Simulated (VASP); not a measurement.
# Hf (P6_3/mmc) in VASP: further runs, part 2 of 2

VASP 6.6.1.

## 3. Relaxation of volume and atoms at fixed shape, LDA

This run uses another cell than the first one, of 22.38 Å³/atom.

Contents of INCAR:

```
SYSTEM = Hf
ALGO     = Normal         ! electronic algorithm
EDIFF    = 1E-7           ! SCF threshold, eV
EDIFFG   = -0.01          ! ionic threshold
ENCUT    = 500            ! plane-wave cutoff, eV
GGA_COMPAT= .False.      
IBRION   = 2              ! ionic algorithm
ISIF     = 8              ! what is computed and relaxed
ISMEAR   = 0              ! smearing method
LASPH    = .True.         ! aspherical terms in the spheres
LCHARG   = .False.        ! write CHGCAR
LREAL    = .False.        ! projectors in reciprocal space
LWAVE    = .False.        ! write WAVECAR
NELM     = 120            ! most SCF steps
NELMIN   = 4            
NSW      = 50             ! ionic steps
PREC     = Accurate       ! precision mode
SIGMA    = 0.05           ! smearing width, eV
```

Contents of KPOINTS:

```
k-points
0
Gamma
  7 7 4
  0 0 0
```

Contents of POSCAR:

```
Hf
1.0
    3.1967000000      0.0000000000      0.0000000000
   -1.5983500000      2.7684200000      0.0000000000
    0.0000000000      0.0000000000      5.0578000000
Hf
2
Direct
    0.3333333333      0.6666666667      0.2500000000
    0.6666666667      0.3333333333      0.7500000000
```

Potentials or basis: VASP PAW LDA potentials, release 64 (Hf_pv).

Launch:

```bash
cat potpaw_LDA.64/Hf_pv/POTCAR > POTCAR
mpirun -np 1 vasp_std > vasp.out
```

OUTCAR:

```text
SYSTEM = Hf
   EDIFF = 1E-7
   EDIFFG = -0.01
   ENCUT = 500
   IBRION = 2
   ISIF = 8
   ISMEAR = 0
   LASPH = .True.
   LREAL = .False.
   NELM = 120
   NELMIN = 4
   NSW = 50
   PREC = Accurate

 ion  position               nearest neighbor table
   1  0.333  0.667  0.250-   2 3.13   2 3.13   2 3.13   2 3.13   2 3.13   2 3.13
   2  0.667  0.333  0.750-   1 3.13   1 3.13   1 3.13   1 3.13   1 3.13   1 3.13

  LATTYP: Found a hexagonal cell.
 ALAT       =     3.1967000000
 C/A-ratio  =     1.5821941377

  Lattice vectors:

 A1 = (   3.1967000000,   0.0000000000,   0.0000000000)
 A2 = (  -1.5983500000,   2.7684200000,   0.0000000000)
 A3 = (   0.0000000000,   0.0000000000,   5.0578000000)

Analysis of symmetry for initial positions (statically):
=====================================================================
 Subroutine PRICEL returns:
 Original cell was already a primitive cell.

 Routine SETGRP: Setting up the symmetry group for a
 hexagonal supercell.

 Subroutine GETGRP returns: Found 24 space group operations
 (whereof 12 operations were pure point group operations)
 out of a pool of 24 trial point group operations.

The static configuration has the point symmetry D_3d.
 The point group associated with its full space group is D_6h.

Analysis of symmetry for dynamics (positions and initial velocities):
=====================================================================
 Subroutine PRICEL returns:
 Original cell was already a primitive cell.

 Routine SETGRP: Setting up the symmetry group for a
 hexagonal supercell.

 Subroutine GETGRP returns: Found 24 space group operations
 (whereof 12 operations were pure point group operations)
 out of a pool of 24 trial point group operations.

The dynamic configuration has the point symmetry D_3d.
 The point group associated with its full space group is D_6h.

 Subroutine INISYM returns: Found 24 space group operations
 (whereof 12 operations are pure point group operations),
 and found     1 'primitive' translations

----------------------------------------------------------------------------------------

                                     Primitive cell

  volume of cell :      44.7606

  direct lattice vectors                    reciprocal lattice vectors
     3.196700000  0.000000000  0.000000000     0.312822598  0.180608434  0.000000000
    -1.598350000  2.768420000  0.000000000     0.000000000  0.361216867  0.000000000
     0.000000000  0.000000000  5.057800000     0.000000000  0.000000000  0.197714421

  length of vectors
     3.196700000  3.196697048  5.057800000     0.361216534  0.361216867  0.197714421

  position of ions in fractional coordinates (direct lattice)
     0.333333333  0.666666667  0.250000000
     0.666666667  0.333333333  0.750000000

  ion indices of the primitive-cell ions
   primitive index   ion index
                 1           1
                 2           2

----------------------------------------------------------------------------------------

 KPOINTS: k-points

Automatic generation of k-mesh.
 Grid dimensions read from file:
 generate k-points for:    7    7    4

 Generating k-lattice:

  Cartesian coordinates                     Fractional coordinates (reciprocal lattice)
     0.044688943  0.025801205  0.000000000     0.142857143  0.000000000  0.000000000
     0.000000000  0.051602410  0.000000000     0.000000000  0.142857143  0.000000000
     0.000000000  0.000000000  0.049428605     0.000000000  0.000000000  0.250000000

  Length of vectors
     0.051602362  0.051602410  0.049428605

  Shift w.r.t. Gamma in fractional coordinates (k-lattice)
     0.000000000  0.000000000  0.000000000

 Subroutine IBZKPT returns following result:
 ===========================================

 Found     24 irreducible k-points:

 Following reciprocal coordinates:
            Coordinates               Weight
  0.000000  0.000000  0.000000      1.000000
  0.142857  0.000000  0.000000      6.000000
  0.285714  0.000000  0.000000      6.000000
  0.428571  0.000000  0.000000      6.000000
  0.142857  0.142857  0.000000      6.000000
  0.285714  0.142857  0.000000     12.000000
[... 16 lines left out ...]
  0.428571  0.142857  0.500000      6.000000
  0.285714  0.285714  0.500000      6.000000
   k-points           NKPTS =     24   k-points in BZ     NKDIM =     24   number of bands    NBANDS=     14
   number of dos      NEDOS =    301   number of ions     NIONS =      2
   total plane-waves  NPLWV =  23040
   dimension x,y,z NGX =    24 NGY =   24 NGZ =   40
   dimension x,y,z NGXF=    48 NGYF=   48 NGZF=   80
   ions per type =               2
   NGX,Y,Z   is equivalent  to a cutoff of  12.48, 12.48, 13.15 a.u.
   NGXF,Y,Z  is equivalent  to a cutoff of  24.96, 24.96, 26.30 a.u.
 SYSTEM =  Hf
   PREC   = accura    normal or accurate (medium, high low for compatibility)
   ISTART =      0    job   : 0-new  1-cont  2-samecut
   ICHARG =      2    charge: 1-file 2-atom 10-const
   ISPIN  =      1    spin polarized calculation?
   LNONCOLLINEAR =      F non collinear calculations
   LSORBIT =      F    spin-orbit coupling
   LASPH  =      T    aspherical Exc in radial PAW
   ENCUT  =  500.0 eV  36.75 Ry    6.06 a.u.   5.83  5.83  9.22*2*pi/ulx,y,z
   NELM   =    120;   NELMIN=  4; NELMDL= -5     # of ELM steps
   EDIFF  = 0.1E-06   stopping-criterion for ELM
   LREAL  =      F    real-space projection
   EDIFFG = -.1E-01   stopping-criterion for IOM
   NSW    =     50    number of steps for IOM
   IBRION =      2    ionic relax: 0-MD 1-quasi-New 2-CG
   NFREE  =      1    steps in history (QN), initial steepest desc. (CG)
   ISIF   =      8    stress and relaxation
   ISYM   =      2    0-nonsym 1-usesym 2-fastsym
   POTIM  = 0.5000    time-step for ionic-motion
   TEBEG  =    0.0;   TEEND  =   0.0 temperature during run
   PSTRESS=    0.0 pullay stress
   NELECT =      20.0000    total number of electrons
   NUPDOWN=      -1.0000    fix difference up-down
   EMIN   =  10.00;   EMAX   =-10.00  energy-range for DOS
   EFERMI =   0.00;   METHOD = LEGACY
   ISMEAR =     0;   SIGMA  =   0.05  broadening in eV -4-tet -1-fermi 0-gaus
   EFERMI_NEDOS =   21; number of points for ismear=-14 and -15
   IALGO  =     38    algorithm
   IMIX   =      4    mixing-type and parameters
     AMIX     =   0.40;   BMIX     =  1.00
     AMIX_MAG =   1.60;   BMIX_MAG =  1.00
  volume/ion in A,a.u.               =      22.38       151.03
  Fermi-wavevector in a.u.,A,eV,Ry     =   1.251564  2.365113 21.312328  1.566412
  Thomas-Fermi vector in A             =   2.385505
   LORBIT       =      0    0 simple, 1 ext, 2 COOP (PROOUT), +10 PAW based schemes
   GGA     = CA    functional components
   LHFCALC =     F    Hartree Fock is set to
   AEXX    =    0.0000 exact exchange contribution
   IVDW    =     0    specifies the selected vdW correction
   LEPSILON=     F    determine dielectric tensor
   LRPA    =     F    only Hartree local field effects (RPA)
 conjugate gradient relaxation of ions
 non-spin polarized calculation
 Gauss-broadening in eV      SIGMA  =   0.05
  energy-cutoff  :      500.00
  volume of cell :       44.76
 maximum number of plane-waves:      1146
 NGX is ok and might be reduce to    24
   NGX = 11   NGY = 11   NGZ = 19

--------------------------------------- Ionic step        1  -------------------------------------------

 number of electron      20.0000004 magnetization

 Free energy of the ion-electron system (eV)
  ---------------------------------------------------
  ext. energy  EPLUGINS =         0.00000000
  ---------------------------------------------------
  free energy    TOTEN  =       -21.31033424 eV

  energy without entropy =      -21.30924979  energy(sigma->0) =      -21.30979201

------------------------ aborting loop because EDIFF is reached ----------------------------------------

  FORCE on cell =-STRESS in cart. coord.  units (eV):
  Direction    XX          YY          ZZ          XY          YZ          ZX
  --------------------------------------------------------------------------------------
  -------------------------------------------------------------------------------------
  Total       -2.1631386     -2.1631332     -1.8167107     -0.0000000      0.0000000     -0.0000000
  in kB      -77.4282442    -77.4280536    -65.0280658     -0.0000000      0.0000000     -0.0000000
  external PRESSURE =     -73.2947879 kB  Pullay stress =       0.0000000 kB
[... 93 lines left out ...]
  energy  without entropy=      -21.3793968286  energy(sigma->0) =      -21.38027495

--------------------------------------- Ionic step        4  -------------------------------------------

 number of electron      19.9999997 magnetization

 Free energy of the ion-electron system (eV)
  ---------------------------------------------------
  ext. energy  EPLUGINS =         0.00000000
  ---------------------------------------------------
  free energy    TOTEN  =       -21.38119381 eV

  energy without entropy =      -21.37946673  energy(sigma->0) =      -21.38033027

 E-fermi :   5.3909     XC(G=0): -11.7862

 val. band max:        5.3469769016   @ k =   0.1429   0.0000   0.0000
 cond. band min:       5.4057637471   @ k =   0.0000   0.0000   0.5000
 fundamental gap:      0.0587868455
 Fermi energy:         5.3909012241

 k-point     1 :       0.0000    0.0000    0.0000
  band No.  band energies     occupation
      1     -25.6233      2.00000
      2     -24.6786      2.00000
      3     -24.6786      2.00000
      4     -24.5169      2.00000
      5     -24.5168      2.00000
      6     -24.5127      2.00000
      7      -2.2564      2.00000
      8       1.3650      2.00000
      9       6.3478      0.00000
     10       6.4060      0.00000
     11       6.4060      0.00000
     12       6.7123      0.00000
     13       7.2972      0.00000
     14       7.2972      0.00000
[... 418 lines left out ...]
  FREE ENERGIE OF THE ION-ELECTRON SYSTEM (eV)
  ---------------------------------------------------
  free  energy   TOTEN  =       -21.3811938091 eV

  energy  without entropy=      -21.3794667322  energy(sigma->0) =      -21.38033027

 reached required accuracy - stopping structural energy minimisation
```

It took 32 s on 1 thread of Intel Xeon 6975P-C (Granite Rapids), shared host; peak memory 0.15 GiB.

Results:

```yaml
Free_energy: -21.3812 eV
Relaxed_volume: 20.89 Å³/atom
Relaxed_cell: a = 3.124 Å, b = 3.124 Å, c = 4.943 Å, α = 90.00°, β = 90.00°, γ = 120.00°
Space_group_after_relaxing_to_0.1_Å: P6_3/mmc (No. 194)
Energy_gained_by_relaxing: 35.4 meV/atom
Ionic_steps: 4
Pressure_after_relaxing: 0.0 GPa
Band_gap_on_the_k_mesh: zero (bands 10 and 11 overlap by 1.23 eV)
```

The path:
| step | energy change (eV) | largest force (eV/Å) | pressure (GPa) | volume (Å³) |
| --- | --- | --- | --- | --- |
| 1 | 0.0000 | 0.0000 | -7.33 | 44.76 |
| 2 | 0.0415 | 0.0000 | 11.55 | 38.45 |
| 3 | -0.0708 | 0.0000 | -0.20 | 41.84 |
| 4 | -0.0709 | 0.0000 | -0.01 | 41.78 |

Final structure:
```
CELL_PARAMETERS angstrom
3.12404 0.00000 0.00000
-1.56202 2.70549 0.00000
0.00000 0.00000 4.94283
ATOMIC_POSITIONS crystal
Hf 0.33333 0.66667 0.25000
Hf 0.66667 0.33333 0.75000
```

Caveat: spin-orbit coupling is left out, which moves the levels of the heavy elements. Zero-point motion and thermal expansion aren't in these numbers.
